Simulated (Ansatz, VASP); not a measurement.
## One calculation of NbSi, two programs

Contents of INCAR:

```
SYSTEM = NbSi
PREC = Accurate ; ENCUT = 520
EDIFF = 1E-7 ; ISMEAR = -1
SIGMA = 0.1 ; LREAL = .FALSE.
LASPH = .TRUE. ; NELM = 80
ALGO = Normal ; ISIF = 2
LWAVE = .FALSE. ; LCHARG = .FALSE.
NBANDS = 16
```

Contents of KPOINTS:

```
regular mesh
0
G
  14 14 14
  0 0 0
```

File POSCAR:

```
NbSi
1.0
    2.4684058368      0.0000000000      0.0000000000
    0.0000000000      2.4684058368      0.0000000000
    0.0000000000      0.0000000000      2.4684058368
Nb Si
1 1
Direct
    0.0000000000      0.0000000000      0.0000000000
    0.5000000000      0.5000000000      0.5000000000
```

Input for Ansatz:

```yaml
crystal:
  lattice:
    - [2.4684058368, 0.0, 0.0]
    - [0.0, 2.4684058368, 0.0]
    - [0.0, 0.0, 2.4684058368]
  atoms:
    - { symbol: Nb, position: [0.0, 0.0, 0.0] }
    - { symbol: Si, position: [0.5, 0.5, 0.5] }
kpoints:
  mp_grid: { grid: [14, 14, 14] }
scf:
  occupations: { method: fermi_dirac, width: 0.1 }
hamiltonian:
  xc: lda
  pseudopotentials: { kind: paw }
output:
  forces: true
  stress: true
  eigenvalues: true
  populations: true
```

Change from the starting cell: volume scaled by 0.5, PAW files.

Alike in both runs: task single point; functional LDA; k mesh 14 × 14 × 14; occupations fermi-dirac, width 0.1 eV; no spin polarisation.

|  | VASP | Ansatz |
| --- | --- | --- |
| version | VASP 6.6.1 | Ansatz 0.2.0 |
| potentials or method | VASP PAW LDA potentials, release 64 (Nb_sv, Si) | PAW with Ansatz's default frozen-core files, scalar-relativistic |
| plane-wave cutoff (eV) | 520 | 420 |
| valence electrons in the cell | 17 | 17 |

|  | VASP | Ansatz | Ansatz less VASP |
| --- | --- | --- | --- |
| pressure (GPa) | 496.5 | 493.0 | -3.49 |

LDA's correlation is that of Perdew and Zunger in VASP and of Perdew and Wang (1992) in Ansatz. Both programs put the cell under a high pressure, so it lies far from rest at this level.

Noted on VASP's run: the cell as given lies far from equilibrium.
